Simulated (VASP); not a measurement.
Runs of VASP 6.6.1 on PbS. The structure is that of space group P-6m2 (No. 187), or close to it. The cells are those of the table. 

```tsv
cell	gap on the mesh (eV)	pressure (GPa)
a = 4.173, b = 4.173, c = 3.828 Å, angles 90.0, 90.0, 120.0°, 2 atoms	none	(c)
a = 4.112, b = 4.112, c = 3.798 Å, angles 90.0, 90.0, 120.0°, 2 atoms	none	-2.6
a = 3.777, b = 3.777, c = 3.737 Å, angles 90.0, 90.0, 120.0°, 2 atoms	none	7.7
a = 4.009, b = 4.009, c = 3.770 Å, angles 90.0, 90.0, 120.0°, 2 atoms	none	-0.1
a = 4.060, b = 4.060, c = 3.785 Å, angles 90.0, 90.0, 120.0°, 2 atoms	none	(a)
a = 3.837, b = 3.837, c = 3.745 Å, angles 90.0, 90.0, 120.0°, 2 atoms	none	(b)
a = 3.896, b = 3.896, c = 3.753 Å, angles 90.0, 90.0, 120.0°, 2 atoms	none	3.2
a = 3.955, b = 3.955, c = 3.758 Å, angles 90.0, 90.0, 120.0°, 2 atoms	none	1.5
```

Alike in all rows: task single point; level PBE+D3(BJ); potentials or basis VASP PAW PBE potentials, release 64 (Pb_d, S); no spin polarisation; k mesh 12 × 12 × 12; cutoff (eV) 520; smearing gaussian 0.1 eV.

Question: Estimate the missing entries.

Answer: (a) -1.5; (b) 5.2; (c) -3.8.

Caveats: spin-orbit coupling is left out, which moves the levels of the heavy elements; pairwise dispersion overbinds metals, which lowers pressure and volume.

A k mesh can miss the band edges, and the runs leave out spin-orbit coupling on Pb.

A gap of «none» marks levels without a gap at the run's occupations.
